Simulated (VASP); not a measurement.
Crystal: ZrWS3.

```
Zr W S
1.0
     4.91724    0.00000    0.00000
     0.00000    4.91724    0.00000
     0.00000    0.00000    4.91724
Zr W S
1 1 3
Cartesian
  2.4586 2.4586 2.4586
  0.0000 0.0000 0.0000
  2.4586 2.4586 0.0000
  0.0000 2.4586 2.4586
  2.4586 0.0000 2.4586
```

Base run:

| Quantity | Value |
| --- | --- |
| Program | VASP 6.6.1 |
| Functional | PBE |
| Potentials or basis | VASP PAW PBE potentials, release 64 (Zr_sv, W_sv, S) |
| Cutoff | 520 eV |
| k mesh | 8 × 8 × 8 |
| Occupations | gaussian, width 0.1 eV |
| Spin | collinear spin |
| Starting moments | [0.0, 4.03, 0.0, 0.0, 0.0] μB |

Its results: band gap on the k mesh zero (filled and empty bands overlap); pressure 0.0 GPa; net moment 4.00 μB per cell; site moments Zr +0.08; W +3.21; S -0.10 μB.

Problem. The run is repeated on the same cell with these changes: further incar settings from ALGO = Normal; EDIFF = 1e-06; NBANDS = 34 to ALGO = Normal; EDIFF = 1e-07; NBANDS = 34; dispersion from none to D3(BJ). What comes out?

Solution. Band gap on the k mesh zero (filled and empty bands overlap); pressure -2.5 GPa; net moment 4.00 μB per cell; site moments Zr +0.08; W +3.21; S -0.10 μB.

Caveats: spin-orbit coupling is left out, which moves the levels of the heavy elements; three body term missing (at least some runs).
